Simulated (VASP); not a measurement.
# Al12Cl in VASP: notebook

Runs on Al12Cl. Level: PBE+D3(BJ). Tasks: single point.

Program: VASP 6.6.1. These are calculated values, not measurements. Logs are shortened: lines on timing, memory, paths and dates and some standing lists are left out, and cuts for length are marked.

## Step 1: The cell of the first run

The cell holds a slab with vacuum, 13 atoms: a = 5.631 Å, b = 5.631 Å, c = 21.150 Å, α = 90.00°, β = 90.00°, γ = 90.00°.

## Step 2: Single point, PBE+D3(BJ)

INCAR

```
ALGO = Normal
DIPOL = 0.5 0.5 0.306
EDIFF = 1E-7
ENCUT = 520
GGA = PE
IDIPOL = 3
ISIF = 2
ISMEAR = 0
IVDW = 12
LASPH = True
LCHARG = True
LDIPOL = True
LELF = True
LREAL = False
LVACPOTAV = True
LVHAR = True
LWAVE = False
NBANDS = 34
NELM = 80
PREC = Accurate
SIGMA = 0.1
```

KPOINTS

```
k-points
0
Gamma
  5 5 1
```

POSCAR

```
Al12Cl
1.0
    5.6314608525      0.0000000000      0.0000000000
    0.0000000000      5.6314608525      0.0000000000
    0.0000000000      0.0000000000     21.1495692393
Al Cl
12 1
Direct
    0.2500000000      0.2500000000      0.1891291475
    0.2500000000      0.7500000000      0.1891291475
    0.7500000000      0.2500000000      0.1891291475
    0.7500000000      0.7500000000      0.1891291475
    0.0000000000      0.0000000000      0.2871045368
    0.0000000000      0.5000000000      0.2871045368
    0.5000000000      0.0000000000      0.2871045368
    0.5000000000      0.5000000000      0.2871045368
    0.2500000000      0.2500000000      0.3853302707
    0.2500000000      0.7500000000      0.3853302707
    0.7500000000      0.2500000000      0.3853302707
    0.7500000000      0.7500000000      0.3853302707
    0.2500000000      0.2500000000      0.5271771313
```

Potentials or basis: VASP PAW PBE potentials, release 64 (Al, Cl).

Command:

```
$ cat potpaw_PBE.64/Al/POTCAR potpaw_PBE.64/Cl/POTCAR > POTCAR
$ mpirun -np 1 vasp_std > vasp.out
```

OUTCAR:

```text
EDIFF = 1E-7
   ENCUT = 520
   GGA = PE
   ISIF = 2
   ISMEAR = 0
   IVDW = 12
   LASPH = True
   LREAL = False
   NELM = 80
   PREC = Accurate
 IVDW          = 12

 ion  position               nearest neighbor table
   1  0.250  0.250  0.189-   2 2.82   3 2.82   2 2.82   3 2.82   7 2.87   8 2.87   5 2.87   6 2.87

   2  0.250  0.750  0.189-   1 2.82   4 2.82   1 2.82   4 2.82   7 2.87   8 2.87   5 2.87   6 2.87

   3  0.750  0.250  0.189-   1 2.82   4 2.82   4 2.82   1 2.82   7 2.87   8 2.87   5 2.87   6 2.87
[... 15 lines left out ...]
  11  0.750  0.250  0.385-   9 2.82  12 2.82  12 2.82   9 2.82   5 2.88   6 2.88   7 2.88   8 2.88

  12  0.750  0.750  0.385-  10 2.82  11 2.82  11 2.82  10 2.82   5 2.88   6 2.88   7 2.88   8 2.88

  13  0.250  0.250  0.527-   9 3.00

  LATTYP: Found a simple tetragonal cell.
 ALAT       =     5.6314608525
 C/A-ratio  =     3.7556097420

  Lattice vectors:

 A1 = (   5.6314608525,   0.0000000000,   0.0000000000)
 A2 = (   0.0000000000,   5.6314608525,   0.0000000000)
 A3 = (   0.0000000000,   0.0000000000,  21.1495692393)

Analysis of symmetry for initial positions (statically):
=====================================================================
 Subroutine PRICEL returns:
 Original cell was already a primitive cell.

 Routine SETGRP: Setting up the symmetry group for a
 simple tetragonal supercell.

 Subroutine GETGRP returns: Found  8 space group operations
 (whereof  2 operations were pure point group operations)
 out of a pool of 16 trial point group operations.

The static configuration has the point symmetry C_1h.
 The point group associated with its full space group is C_4v.

Analysis of symmetry for dynamics (positions and initial velocities):
=====================================================================
 Subroutine PRICEL returns:
 Original cell was already a primitive cell.

 Routine SETGRP: Setting up the symmetry group for a
 simple tetragonal supercell.

 Subroutine GETGRP returns: Found  8 space group operations
 (whereof  2 operations were pure point group operations)
 out of a pool of 16 trial point group operations.

The dynamic configuration has the point symmetry C_1h.
 The point group associated with its full space group is C_4v.

 Subroutine INISYM returns: Found  8 space group operations
 (whereof  2 operations are pure point group operations),
 and found     1 'primitive' translations

----------------------------------------------------------------------------------------

                                     Primitive cell

  volume of cell :     670.7237

  direct lattice vectors                    reciprocal lattice vectors
     5.631460853  0.000000000  0.000000000     0.177573817  0.000000000  0.000000000
     0.000000000  5.631460853  0.000000000     0.000000000  0.177573817  0.000000000
     0.000000000  0.000000000 21.149569239     0.000000000  0.000000000  0.047282287

  length of vectors
     5.631460853  5.631460853 21.149569239     0.177573817  0.177573817  0.047282287

  position of ions in fractional coordinates (direct lattice)
     0.250000000  0.250000000  0.189129147
     0.250000000  0.750000000  0.189129147
     0.750000000  0.250000000  0.189129147
     0.750000000  0.750000000  0.189129147
     0.000000000  0.000000000  0.287104537
     0.000000000  0.500000000  0.287104537
     0.500000000  0.000000000  0.287104537
     0.500000000  0.500000000  0.287104537
     0.250000000  0.250000000  0.385330271
     0.250000000  0.750000000  0.385330271
     0.750000000  0.250000000  0.385330271
     0.750000000  0.750000000  0.385330271
     0.250000000  0.250000000  0.527177131

  ion indices of the primitive-cell ions
   primitive index   ion index
                 1           1
                 2           2
                 3           3
                 4           4
                 5           5
                 6           6
                 7           7
                 8           8
                 9           9
                10          10
                11          11
                12          12
                13          13

----------------------------------------------------------------------------------------

 KPOINTS: k-points

Automatic generation of k-mesh.
 Grid dimensions read from file:
 generate k-points for:    5    5    1

 Generating k-lattice:

  Cartesian coordinates                     Fractional coordinates (reciprocal lattice)
     0.035514763  0.000000000  0.000000000     0.200000000  0.000000000  0.000000000
     0.000000000  0.035514763  0.000000000     0.000000000  0.200000000  0.000000000
     0.000000000  0.000000000  0.047282287     0.000000000  0.000000000  1.000000000

  Length of vectors
     0.035514763  0.035514763  0.047282287

  Shift w.r.t. Gamma in fractional coordinates (k-lattice)
     0.000000000  0.000000000  0.000000000

 Subroutine IBZKPT returns following result:
 ===========================================

 Found      6 irreducible k-points:

 Following reciprocal coordinates:
            Coordinates               Weight
  0.000000  0.000000  0.000000      1.000000
  0.200000  0.000000  0.000000      4.000000
  0.400000  0.000000  0.000000      4.000000
  0.200000  0.200000  0.000000      4.000000
  0.400000  0.200000  0.000000      8.000000
  0.400000  0.400000  0.000000      4.000000
   k-points           NKPTS =      6   k-points in BZ     NKDIM =      6   number of bands    NBANDS=     34
   number of dos      NEDOS =    301   number of ions     NIONS =     13
   total plane-waves  NPLWV = 282240
   dimension x,y,z NGX =    42 NGY =   42 NGZ =  160
   dimension x,y,z NGXF=    84 NGYF=   84 NGZF=  320
   ions per type =              12   1
   NGX,Y,Z   is equivalent  to a cutoff of  12.40, 12.40, 12.58 a.u.
   NGXF,Y,Z  is equivalent  to a cutoff of  24.80, 24.80, 25.15 a.u.
 SYSTEM =  unknown system
   PREC   = accura    normal or accurate (medium, high low for compatibility)
   ISTART =      0    job   : 0-new  1-cont  2-samecut
   ICHARG =      2    charge: 1-file 2-atom 10-const
   ISPIN  =      1    spin polarized calculation?
   LNONCOLLINEAR =      F non collinear calculations
   LSORBIT =      F    spin-orbit coupling
   LASPH  =      T    aspherical Exc in radial PAW
   ENCUT  =  520.0 eV  38.22 Ry    6.18 a.u.  10.47 10.47 39.32*2*pi/ulx,y,z
   NELM   =     80;   NELMIN=  2; NELMDL= -5     # of ELM steps
   EDIFF  = 0.1E-06   stopping-criterion for ELM
   LREAL  =      F    real-space projection
   EDIFFG = 0.1E-05   stopping-criterion for IOM
   NSW    =      0    number of steps for IOM
   IBRION =     -1    ionic relax: 0-MD 1-quasi-New 2-CG
   NFREE  =      0    steps in history (QN), initial steepest desc. (CG)
   ISIF   =      2    stress and relaxation
   ISYM   =      2    0-nonsym 1-usesym 2-fastsym
   POTIM  = 0.5000    time-step for ionic-motion
   TEBEG  =    0.0;   TEEND  =   0.0 temperature during run
   PSTRESS=    0.0 pullay stress
   NELECT =      43.0000    total number of electrons
   NUPDOWN=      -1.0000    fix difference up-down
   EMIN   =  10.00;   EMAX   =-10.00  energy-range for DOS
   EFERMI =   0.00;   METHOD = LEGACY
   ISMEAR =     0;   SIGMA  =   0.10  broadening in eV -4-tet -1-fermi 0-gaus
   EFERMI_NEDOS =   21; number of points for ismear=-14 and -15
   IALGO  =     38    algorithm
   IMIX   =      4    mixing-type and parameters
     AMIX     =   0.40;   BMIX     =  1.00
     AMIX_MAG =   1.60;   BMIX_MAG =  1.00
  volume/ion in A,a.u.               =      51.59       348.17
  Fermi-wavevector in a.u.,A,eV,Ry     =   0.655214  1.238175  5.841052  0.429305
  Thomas-Fermi vector in A             =   1.726018
   LORBIT       =      0    0 simple, 1 ext, 2 COOP (PROOUT), +10 PAW based schemes
   GGA     = PE    functional components
   LHFCALC =     F    Hartree Fock is set to
   AEXX    =    0.0000 exact exchange contribution
   IVDW    =    12    specifies the selected vdW correction
   LEPSILON=     F    determine dielectric tensor
   LRPA    =     F    only Hartree local field effects (RPA)
 non-spin polarized calculation
 Gauss-broadening in eV      SIGMA  =   0.10
  energy-cutoff  :      520.00
  volume of cell :      670.72
 maximum number of plane-waves:     18155
 NGX is ok and might be reduce to    42
   NGX = 21   NGY = 21   NGZ = 79

 dipolmoment           0.000000      0.000000     -0.009077 electrons x Angstroem

 number of electron      43.0000000 magnetization

 dipolmoment           0.000000      0.000000      0.514977 electrons x Angstroem

 Free energy of the ion-electron system (eV)
  ---------------------------------------------------
  ext. energy  EPLUGINS =         0.00000000
  ---------------------------------------------------
  free energy    TOTEN  =       -43.71027702 eV

  energy without entropy =      -43.69242463  energy(sigma->0) =      -43.70135083

 E-fermi :  -1.3852     XC(G=0):  -4.3279

 val. band max:       -1.4413627576   @ k =   0.4000   0.0000   0.0000
 cond. band min:      -1.3582480068   @ k =   0.0000   0.0000   0.0000
 fundamental gap:      0.0831147507
 Fermi energy:        -1.3852044624

 k-point     1 :       0.0000    0.0000    0.0000
  band No.  band energies     occupation
      1     -14.0912      2.00000
      2     -11.6950      2.00000
      3      -9.5441      2.00000
      4      -7.1904      2.00000
      5      -7.1780      2.00000
      6      -7.0617      2.00000
[... 205 lines left out ...]
     32       1.7140      0.00000
     33       1.7981      0.00000
 [bands above 33 left out]

------------------------ aborting loop because EDIFF is reached ----------------------------------------

 Edisp (eV)   -2.73273

 E8    (eV) :    -1.2686

  FORCE on cell =-STRESS in cart. coord.  units (eV):
  Direction    XX          YY          ZZ          XY          YZ          ZX
  --------------------------------------------------------------------------------------
  -------------------------------------------------------------------------------------
  Total      -6.29338    -6.29338    -6.97045     0.00000    -0.00000    -0.00000
  in kB     -15.03318   -15.03318   -16.65052     0.00000    -0.00000    -0.00000
  external pressure =      -15.57 kB  Pullay stress =        0.00 kB

 VOLUME and BASIS-vectors are now :
 -----------------------------------------------------------------------------
  energy-cutoff  :      520.00
  volume of cell :      670.72
      direct lattice vectors                 reciprocal lattice vectors
     5.631460853  0.000000000  0.000000000     0.177573817  0.000000000  0.000000000
     0.000000000  5.631460853  0.000000000     0.000000000  0.177573817  0.000000000
     0.000000000  0.000000000 21.149569239     0.000000000  0.000000000  0.047282287

 POSITION                                       TOTAL-FORCE (eV/Angst)
 -----------------------------------------------------------------------------------
      1.40787      1.40787      4.00000        -0.000000     -0.000000      0.133796
      1.40787      4.22360      4.00000        -0.000000     -0.000000      0.063426
      4.22360      1.40787      4.00000        -0.000000     -0.000000      0.063426
      4.22360      4.22360      4.00000        -0.000000     -0.000000     -0.096734
      0.00000      0.00000      6.07214        -0.019362     -0.019362      0.029695
      0.00000      2.81573      6.07214        -0.019362      0.019362      0.029695
      2.81573      0.00000      6.07214         0.019362     -0.019362      0.029695
      2.81573      2.81573      6.07214         0.019362      0.019362      0.029695
      1.40787      1.40787      8.14957        -0.000000     -0.000000      1.367450
      1.40787      4.22360      8.14957        -0.000000     -0.000000      0.127873
      4.22360      1.40787      8.14957        -0.000000     -0.000000      0.127873
      4.22360      4.22360      8.14957        -0.000000     -0.000000      0.107260
      1.40787      1.40787     11.14957        -0.000000     -0.000000     -2.013148
 -----------------------------------------------------------------------------------
    total drift:                               -0.000000     -0.000000     -0.000129

  FREE ENERGIE OF THE ION-ELECTRON SYSTEM (eV)
  ---------------------------------------------------
  free  energy   TOTEN  =       -46.4430104158 eV

  energy  without entropy=      -46.4251580283  energy(sigma->0) =      -46.43408422

 vacuum level on the upper side and lower side of the slab         5.965         3.027
```

Run time: 4.3 min. Hardware: 1 thread of Intel Xeon 6975P-C (Granite Rapids), shared host; peak memory 0.59 GiB.

What came out:

- Free energy: -46.4430 eV
- Largest force: 2.013 eV/Å
- Dispersion energy per atom: -0.210 eV

Forces in eV/Å, atoms in the order of the input:
```
Al   0.000  0.000  0.134
Al   0.000  0.000  0.063
Al   0.000  0.000  0.063
Al   0.000  0.000 -0.097
Al  -0.019 -0.019  0.030
Al  -0.019  0.019  0.030
Al   0.019 -0.019  0.030
Al   0.019  0.019  0.030
Al   0.000  0.000  1.367
Al   0.000  0.000  0.128
Al   0.000  0.000  0.128
Al   0.000  0.000  0.107
Cl   0.000  0.000 -2.013
```

Caveat: an odd number of electrons without spin polarisation forces a metal; a magnetic or distorted state may lie lower.

## Step 3: Single point, PBE+D3(BJ)

INCAR

```
SYSTEM = Al12Cl
  PREC = Accurate
  ENCUT = 520
  EDIFF = 1E-7
  ISMEAR = 0
  SIGMA = 0.1
  LREAL = .FALSE.
  LASPH = .TRUE.
  NELM = 80
  ALGO = Normal
  ISIF = 2
  LWAVE = .FALSE.
  LCHARG = .FALSE.
  LDIPOL = .TRUE.
  IDIPOL = 3
  DIPOL = 0.5 0.5 0.306
  GGA = PE
  IVDW = 12
  NBANDS = 34
```

KPOINTS

```
regular mesh
0
G
  5 5 1
  0 0 0
```

Edit POSCAR of step 2 so:

```diff
@@ -20,2 +20,2 @@
     0.7500000000      0.7500000000      0.3853302707
-    0.2500000000      0.2500000000      0.5271771313
+    0.5000000000      0.5000000000      0.5271771313
```

Potentials or basis: VASP PAW PBE potentials, release 64 (Al, Cl).

Command:

```
$ cat potpaw_PBE.64/Al/POTCAR potpaw_PBE.64/Cl/POTCAR > POTCAR
$ mpirun -np 1 vasp_std > vasp.out
```

OUTCAR:

```text
SYSTEM = Al12Cl
   PREC = Accurate
   ENCUT = 520
   EDIFF = 1E-7
   ISMEAR = 0
   LREAL = .FALSE.
   LASPH = .TRUE.
   NELM = 80
   ISIF = 2
   GGA = PE
   IVDW = 12
 IVDW          = 12

 ion  position               nearest neighbor table
   1  0.250  0.250  0.189-   2 2.82   3 2.82   2 2.82   3 2.82   7 2.87   8 2.87   5 2.87   6 2.87

   2  0.250  0.750  0.189-   1 2.82   4 2.82   1 2.82   4 2.82   7 2.87   8 2.87   5 2.87   6 2.87

   3  0.750  0.250  0.189-   1 2.82   4 2.82   4 2.82   1 2.82   7 2.87   8 2.87   5 2.87   6 2.87
[... 15 lines left out ...]
  11  0.750  0.250  0.385-   9 2.82  12 2.82  12 2.82   9 2.82   5 2.88   6 2.88   7 2.88   8 2.88
[... 439 lines left out ...]
  energy-cutoff  :      520.00
  volume of cell :      670.72
      direct lattice vectors                 reciprocal lattice vectors
     5.631460853  0.000000000  0.000000000     0.177573817  0.000000000  0.000000000
     0.000000000  5.631460853  0.000000000     0.000000000  0.177573817  0.000000000
     0.000000000  0.000000000 21.149569239     0.000000000  0.000000000  0.047282287

 POSITION                                       TOTAL-FORCE (eV/Angst)
 -----------------------------------------------------------------------------------
      1.40787      1.40787      4.00000        -0.013168     -0.013168      0.046073
      1.40787      4.22360      4.00000        -0.013168      0.013168      0.046073
      4.22360      1.40787      4.00000         0.013168     -0.013168      0.046073
      4.22360      4.22360      4.00000         0.013168      0.013168      0.046073
      0.00000      0.00000      6.07214         0.000000      0.000000     -0.054684
      0.00000      2.81573      6.07214         0.000000     -0.000000      0.004932
      2.81573      0.00000      6.07214         0.000000     -0.000000      0.004932
      2.81573      2.81573      6.07214         0.000000     -0.000000      0.109356
      1.40787      1.40787      8.14957        -0.020176     -0.020176      0.338065
      1.40787      4.22360      8.14957        -0.020176      0.020176      0.338065
      4.22360      1.40787      8.14957         0.020176     -0.020176      0.338065
      4.22360      4.22360      8.14957         0.020176      0.020176      0.338065
      2.81573      2.81573     11.14957         0.000000      0.000000     -1.601088
 -----------------------------------------------------------------------------------
    total drift:                                0.000000     -0.000000     -0.000257

  FREE ENERGIE OF THE ION-ELECTRON SYSTEM (eV)
  ---------------------------------------------------
  free  energy   TOTEN  =       -46.2089841155 eV

  energy  without entropy=      -46.1812605406  energy(sigma->0) =      -46.19512233

 vacuum level on the upper side and lower side of the slab         5.979         2.958
```

OSZICAR:

```text
N       E                     dE             d eps       ncg     rms          rms(c)
DAV:   1     0.169260978435E+03    0.16926E+03   -0.12697E+04   408   0.877E+02
DAV:   2    -0.234489311033E+02   -0.19271E+03   -0.18556E+03   564   0.156E+02
DAV:   3    -0.448568674877E+02   -0.21408E+02   -0.19853E+02   512   0.419E+01
[... 21 lines left out ...]
DAV:  25    -0.434749852241E+02   -0.15159E-05   -0.56114E-08   362   0.815E-04    0.222E-04
DAV:  26    -0.434749854501E+02   -0.22593E-06   -0.94067E-09   282   0.473E-04    0.127E-04
DAV:  27    -0.434749859127E+02   -0.46263E-06   -0.90746E-09   300   0.408E-04    0.225E-04
DAV:  28    -0.434749860687E+02   -0.15598E-06   -0.71093E-09   280   0.340E-04    0.132E-04
DAV:  29    -0.434749861073E+02   -0.38616E-07   -0.38728E-09   274   0.270E-04
   1 F= -.46208984E+02 E0= -.46195122E+02  d E =-.277236E-01
```

stdout:

```text
POSCAR found type information on POSCAR AlCl
 POSCAR found :  2 types and      13 ions
 scaLAPACK will be used
 LDA part: xc-table for (Slater+PW92), standard interpolation
 POSCAR, INCAR and KPOINTS ok, starting setup
 FFT: planning ... GRIDC
 FFT: planning ... GRID_SOFT
 FFT: planning ... GRID
 WAVECAR not read
 entering main loop
```

Run time: 4.6 min. Hardware: 1 thread of Intel Xeon 6975P-C (Granite Rapids), shared host; peak memory 0.59 GiB.

Results:

| Property | Result |
| --- | --- |
| Free energy | -46.2090 eV |
| Largest force | 1.601 eV/Å |
| Dispersion energy per atom | -0.210 eV |

Forces on the atoms (eV/Å):
```
Al  -0.013 -0.013  0.046
Al  -0.013  0.013  0.046
Al   0.013 -0.013  0.046
Al   0.013  0.013  0.046
Al   0.000  0.000 -0.055
Al   0.000  0.000  0.005
Al   0.000  0.000  0.005
Al   0.000  0.000  0.109
Al  -0.020 -0.020  0.338
Al  -0.020  0.020  0.338
Al   0.020 -0.020  0.338
Al   0.020  0.020  0.338
Cl   0.000  0.000 -1.601
```

Levels at points of the mesh, in eV from the Fermi level:
```csv
k point,band 19,band 20,band 21,band 22,band 23,band 24,band 25,band 26
"(0.00, 0.00, 0.00)",-0.66,-0.44,-0.44,-0.28,-0.03,0.03,0.03,0.18
```

Caveat: an odd number of electrons without spin polarisation forces a metal; a magnetic or distorted state may lie lower.
